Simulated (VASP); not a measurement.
Crystal: Ti3Al.

```
Ti Al
1.0
     2.92754    0.00000    0.00000
    -1.46377    2.53533    0.00000
     0.00000    0.00000    9.22636
Ti Al
3 1
Direct
  0.33333 0.66667 0.24941
  0.33333 0.66667 0.75059
  0.66667 0.33333 0.00000
  0.66667 0.33333 0.50000
```

| Quantity | Value |
| --- | --- |
| Program | VASP 6.6.1 |
| Task | relaxation of cell and atoms |
| Functional | PBEsol |
| Dispersion | D3(BJ) |
| Potentials or basis | VASP PAW PBE potentials, release 64 (Ti_sv, Al) |
| Cutoff | 600 eV |
| k mesh | 10 × 10 × 3 |
| Occupations | fermi-dirac, width 0.05 eV |
| Spin | no spin polarisation |

At the start: pressure -8.5 GPa; volume 17.12 Å³/atom.

Question: Where does the relaxation end?

Answer: Over 10 steps the energy falls by 36.6 meV/atom and the volume is 15.83 Å³/atom (-7.6 %); space group P-6m2 (No. 187, to 0.1 Å) before and after.

Step by step:
```csv
step,energy change (eV),largest force (eV/Å),pressure (GPa),volume (Å³)
1,0.0000,0.0915,-8.51,68.48
2,-0.0649,0.0291,7.75,59.85
3,-0.1457,0.0258,-0.04,63.35
4,-0.1457,0.0249,0.08,63.25
5,-0.1465,0.0014,0.13,63.24
6,-0.1465,0.0020,0.14,63.23
7,-0.1465,0.0067,0.14,63.23
8,-0.1465,0.0000,0.15,63.23
9,-0.1466,0.0013,-0.10,63.36
10,-0.1466,0.0010,-0.01,63.30
```

Final structure:
```
Ti Al
1.0
     2.84577    0.00000    0.00000
    -1.42288    2.46451    0.00000
     0.00000    0.00000    9.02582
Ti Al
3 1
Direct
  0.33333 0.66667 0.24898
  0.33333 0.66667 0.75102
  0.66667 0.33333 0.00000
  0.66667 0.33333 0.50000
```

Caveat: the PAW data sets were made with another functional, which shifts forces and pressure a little.
